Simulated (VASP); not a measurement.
Input of a VASP 6.6.1 run:

INCAR

```
PREC = Accurate
ENCUT = 520
EDIFF = 1E-6
ISMEAR = 0
SIGMA = 0.01
LREAL = False
LASPH = True
NELM = 100
ALGO = Normal
ISIF = 2
LWAVE = False
LCHARG = False
GGA = PS
NBANDS = 14
```

File KPOINTS:

```
Automatic mesh
0
Gamma
  10 10 10
```

POSCAR

```
NaF
1.0
    0.0000000000      2.3150981336      2.3035226430
    2.3150981336      0.0000000000      2.3035226430
    2.3150981336      2.3150981336      0.0000000000
Na F
1 1
Direct
    0.0000000000      0.0000000000      0.0000000000
    0.5000000000      0.5000000000      0.5000000000
```

Potentials or basis: VASP PAW PBE potentials, release 64 (Na_pv, F).

Run with:

```console
$ cat potpaw_PBE.64/Na_pv/POTCAR potpaw_PBE.64/F/POTCAR > POTCAR
$ mpirun -np 1 vasp_std > vasp.out
```

Q: Predict the band gap on the k mesh.

A: 6.20 eV.

Q: What does it give for the pressure?

A: 0.1 GPa.

Stress tensor (GPa, compression positive):
```
-0.01  0.00  0.00
 0.00 -0.01  0.00
 0.00  0.00  0.42
```

Caveat: the cell differs from its parent crystal (z stretched by -0.5 %, x and y held); the PAW data sets were made with another functional, which shifts forces and pressure a little. A k mesh can miss the band edges.
